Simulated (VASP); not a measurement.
# SrMg (P4/mmm) in VASP: further runs, part 2 of 2

VASP 6.6.1. The steps go on from the part before.

## Step 4: Single point, LDA

This run uses another cell than the first one, of the same volume but with other edges.

File INCAR:

```
ALGO     = Fast           # electronic algorithm
EDIFF    = 1E-7           # SCF threshold, eV
ENCUT    = 520            # plane-wave cutoff, eV
ISIF     = 2              # what is computed and relaxed
ISMEAR   = 0              # smearing method
LASPH    = True           # aspherical terms in the spheres
LCHARG   = True           # write CHGCAR
LELF     = True           # ELF
LREAL    = False          # projectors in reciprocal space
LVHAR    = True         
LWAVE    = False          # write WAVECAR
NBANDS   = 13             # bands
NELM     = 60             # most SCF steps
PREC     = Accurate       # precision mode
SIGMA    = 0.15           # smearing width, eV
```

File KPOINTS:

```
k-points
0
Gamma
  14 14 14
```

File POSCAR:

```
SrMg
1.0
    4.1171020487      0.0000000000      0.0000000000
    0.0000000000      4.1171020487      0.0000000000
    0.0000000000      0.0000000000      3.4995367414
Sr Mg
1 1
Direct
    0.5000000000      0.5000000000      0.5000000000
    0.0000000000      0.0000000000      0.0000000000
```

Potentials or basis: VASP PAW LDA potentials, release 64 (Sr_sv, Mg).

The run is started by

```sh
$ cat potpaw_LDA.64/Sr_sv/POTCAR potpaw_LDA.64/Mg/POTCAR > POTCAR
$ mpirun -np 1 vasp_std > vasp.out
```

OUTCAR:

```text
EDIFF = 1E-7
   ENCUT = 520
   ISIF = 2
   ISMEAR = 0
   LASPH = True
   LREAL = False
   NELM = 60
   PREC = Accurate

 ion  position               nearest neighbor table
   1  0.500  0.500  0.500-   2 3.40   2 3.40   2 3.40   2 3.40   2 3.40   2 3.40   2 3.40   2 3.40

   2  0.000  0.000  0.000-   1 3.40   1 3.40   1 3.40   1 3.40   1 3.40   1 3.40   1 3.40   1 3.40

  LATTYP: Found a simple tetragonal cell.
 ALAT       =     4.1171020487
 C/A-ratio  =     0.8500000000

  Lattice vectors:

 A1 = (   4.1171020487,   0.0000000000,   0.0000000000)
 A2 = (   0.0000000000,   4.1171020487,   0.0000000000)
 A3 = (   0.0000000000,   0.0000000000,   3.4995367414)

Analysis of symmetry for initial positions (statically):
=====================================================================
 Subroutine PRICEL returns:
 Original cell was already a primitive cell.

 Routine SETGRP: Setting up the symmetry group for a
 simple tetragonal supercell.

 Subroutine GETGRP returns: Found 16 space group operations
 (whereof 16 operations were pure point group operations)
 out of a pool of 16 trial point group operations.

[... 177 lines left out ...]
      5      -2.6472      2.00000
      6       2.9863      0.00006
      7       3.2525      0.00000
      8       6.1605      0.00000
      9       6.1605      0.00000
     10       6.8417      0.00000
     11       8.2356      0.00000
     12       8.2356      0.00000
     13       9.2172      0.00000
[... 354 lines left out ...]
  band No.  band energies     occupation
      1     -32.8495      2.00000
      2     -15.0861      2.00000
      3     -14.9949      2.00000
      4     -14.7380      2.00000
      5      -0.9488      2.00000
      6       1.4032      2.00000
      7       3.0464      0.00001
      8       4.1214      0.00000
      9       6.8633      0.00000
     10       7.7193      0.00000
     11       7.7764      0.00000
     12       8.3747      0.00000
     13       9.6328      0.00000

 [... further k-points ...]

------------------------ aborting loop because EDIFF is reached ----------------------------------------

  FORCE on cell =-STRESS in cart. coord.  units (eV):
  Direction    XX          YY          ZZ          XY          YZ          ZX
  --------------------------------------------------------------------------------------
  -------------------------------------------------------------------------------------
  Total        0.7652352      0.7652352      2.1468215      0.0000000      0.0000000     -0.0000000
  in kB       20.6686298     20.6686298     57.9846040      0.0000000      0.0000000     -0.0000000
  external PRESSURE =      33.1072879 kB  Pullay stress =       0.0000000 kB

 VOLUME and BASIS-vectors are now :
 -----------------------------------------------------------------------------
  energy-cutoff  :      520.00
  volume of cell :       59.32
      direct lattice vectors                 reciprocal lattice vectors
     4.117102049  0.000000000  0.000000000     0.242889292  0.000000000  0.000000000
     0.000000000  4.117102049  0.000000000     0.000000000  0.242889292  0.000000000
     0.000000000  0.000000000  3.499536741     0.000000000  0.000000000  0.285752108

 POSITION                                       TOTAL-FORCE (eV/Angst)
 -----------------------------------------------------------------------------------
      2.05855      2.05855      1.74977         0.000000      0.000000      0.000000
      0.00000      0.00000      0.00000         0.000000      0.000000      0.000000
 -----------------------------------------------------------------------------------
    total drift:                                0.000000     -0.000000     -0.000000

  FREE ENERGIE OF THE ION-ELECTRON SYSTEM (eV)
  ---------------------------------------------------
  free  energy   TOTEN  =        -3.7853222313 eV

  energy  without entropy=       -3.7670847793  energy(sigma->0) =       -3.77620351
```

OSZICAR:

```text
N       E                     dE             d eps       ncg     rms          rms(c)
DAV:   1     0.453870087958E+02    0.45387E+02   -0.56022E+03  7608   0.770E+02
DAV:   2    -0.945396327497E+00   -0.46332E+02   -0.44975E+02  9472   0.167E+02
DAV:   3    -0.370965708263E+01   -0.27643E+01   -0.27433E+01 12395   0.311E+01
DAV:   4    -0.382237842907E+01   -0.11272E+00   -0.11263E+00  9454   0.448E+00
DAV:   5    -0.382517819612E+01   -0.27998E-02   -0.27997E-02 11070   0.589E-01    0.184E+01
RMM:   6    -0.379823377943E+01    0.26944E-01   -0.15223E-02  7603   0.104E+00    0.105E+01
RMM:   7    -0.378535754494E+01    0.12876E-01   -0.29734E-02  9607   0.146E+00    0.346E-01
RMM:   8    -0.378517616393E+01    0.18138E-03   -0.52274E-03 10520   0.398E-01    0.727E-02
RMM:   9    -0.378529024926E+01   -0.11409E-03   -0.90361E-04 11612   0.136E-01    0.620E-02
RMM:  10    -0.378531344073E+01   -0.23191E-04   -0.20198E-04 11739   0.588E-02    0.381E-02
RMM:  11    -0.378532069953E+01   -0.72588E-05   -0.62494E-05 12217   0.292E-02    0.897E-03
RMM:  12    -0.378532230045E+01   -0.16009E-05   -0.15122E-05 12373   0.129E-02    0.102E-02
RMM:  13    -0.378532314324E+01   -0.84279E-06   -0.58067E-06 11312   0.764E-03    0.126E-02
RMM:  14    -0.378532237358E+01    0.76966E-06   -0.14463E-06 10161   0.602E-03    0.761E-03
RMM:  15    -0.378532224060E+01    0.13297E-06   -0.65542E-07  8888   0.390E-03    0.521E-03
RMM:  16    -0.378532223128E+01    0.93266E-08   -0.28587E-07  7221   0.220E-03
   1 F= -.37853222E+01 E0= -.37762035E+01  d E =-.182375E-01
```

stdout:

```text
POSCAR found type information on POSCAR SrMg
 POSCAR found :  2 types and       2 ions
 scaLAPACK will be used
 LDA part: xc-table for (Slater(with rela. corr.)+CA(PZ))
 , standard interpolation
 POSCAR, INCAR and KPOINTS ok, starting setup
 FFT: planning ... GRIDC
 FFT: planning ... GRID_SOFT
[... 15 lines left out ...]
WARNING in EDDRMM: call to ZHEGV failed, returncode =   6  3      9
WARNING in EDDRMM: call to ZHEGV failed, returncode =   6  3     10
WARNING in EDDRMM: call to ZHEGV failed, returncode =   6  3      7
WARNING in EDDRMM: call to ZHEGV failed, returncode =   8  4     10
WARNING in EDDRMM: call to ZHEGV failed, returncode =   6  3      7
WARNING in EDDRMM: call to ZHEGV failed, returncode =   6  3     12
WARNING in EDDRMM: call to ZHEGV failed, returncode =   6  3     10
WARNING in EDDRMM: call to ZHEGV failed, returncode =   8  4     10
 num prob WARNING in EDDRMM: call to ZHEGV failed, returncode =   6  3      8
WARNING in EDDRMM: call to ZHEGV failed, returncode =   8  4      5
```

It took 2.3 min on 1 thread of Intel Xeon Platinum 8488C (Sapphire Rapids), shared host; peak memory 0.36 GiB.

Results:

| Property | Result |
| --- | --- |
| Free energy | -3.7853 eV |
| Pressure | 3.3 GPa |
| Band gap on the k mesh | zero (band 6 reaches 3.42 eV, above the bottom of band 7 at 1.79 eV) |

## Step 5: Single point, LDA

This run uses another cell than the first one, of the same volume but with other edges.

File INCAR:

```
SYSTEM = SrMg
PREC = Accurate
ENCUT = 520
EDIFF = 1E-7
ISMEAR = 0
SIGMA = 0.15
LREAL = .False.
LASPH = .True.
NELM = 60
ALGO = Fast
ISIF = 2
LWAVE = .False.
LCHARG = .False.
NBANDS = 13
```

File KPOINTS:

```
Automatic mesh
0
Gamma
  14 14 14
  0 0 0
```

File POSCAR:

```
SrMg
1.0
    3.6700405126      0.0000000000      0.0000000000
    0.0000000000      3.6700405126      0.0000000000
    0.0000000000      0.0000000000      4.4040486152
Sr Mg
1 1
Direct
    0.5000000000      0.5000000000      0.5000000000
    0.0000000000      0.0000000000      0.0000000000
```

The run is started by

```sh
$ cat potpaw_LDA.64/Sr_sv/POTCAR potpaw_LDA.64/Mg/POTCAR > POTCAR
$ mpirun -np 1 vasp_std > vasp.out
```

Run time: 2.4 min. Hardware: 1 thread of Intel Xeon Platinum 8488C (Sapphire Rapids), shared host; peak memory 0.36 GiB.

Results (log left out):

```yaml
Free_energy: -3.8025 eV
Pressure: 3.2 GPa
Band_gap_on_the_k_mesh: zero (band 6 reaches 3.26 eV, above the bottom of band 7 at 1.94 eV)
```

Stress tensor (GPa, compression positive):
```
3.74 0.00 0.00
0.00 3.74 0.00
0.00 0.00 2.06
```

Levels at points of the mesh, in eV from the Fermi level:
```csv
k point,band 2,band 3,band 4,band 5,band 6,band 7,band 8,band 9,band 10,band 11
"(0.00, 0.00, 0.00)",-17.57,-17.40,-17.40,-5.25,0.21,0.82,2.61,4.83,4.83,5.59
"(0.50, 0.00, 0.00)",-17.90,-17.51,-17.36,-2.26,-2.26,0.97,1.65,3.16,5.01,5.44
"(0.50, 0.50, 0.00)",-17.82,-17.82,-17.46,-1.99,0.66,0.66,0.80,2.25,2.25,5.38
"(0.00, 0.00, 0.50)",-17.68,-17.40,-17.40,-3.26,-2.76,1.32,3.17,3.17,4.48,5.81
"(0.50, 0.00, 0.50)",-17.88,-17.61,-17.35,-2.56,-0.19,0.21,0.39,3.58,4.21,5.01
"(0.50, 0.50, 0.50)",-17.81,-17.81,-17.54,-0.96,-0.66,-0.66,1.27,3.56,4.22,4.22
```

## Step 6: Summary

```tsv
cell	further INCAR settings	gap on the mesh (eV)	pressure (GPa)
a = 4.378, b = 4.378, c = 3.095 Å, 2 atoms	ALGO = Fast; EDIFF = 1e-06; NBANDS = 13	none	3.3
a = 3.475, b = 3.475, c = 4.913 Å, 2 atoms	ALGO = Fast; EDIFF = 1e-06; NBANDS = 13	none	2.9
a = 4.117, b = 4.117, c = 3.500 Å, 2 atoms	ALGO = Fast; EDIFF = 1e-07; NBANDS = 13	none	3.3
a = 3.670, b = 3.670, c = 4.404 Å, 2 atoms	ALGO = Fast; EDIFF = 1e-07; NBANDS = 13	none	3.2
```

Alike in all rows: task single point; level LDA; potentials or basis VASP PAW LDA potentials, release 64 (Sr_sv, Mg); no spin polarisation; k mesh 14 × 14 × 14; cutoff (eV) 520; smearing gaussian 0.15 eV.

Total energies depend on the potentials used, so only differences within one code and one set of settings carry meaning.
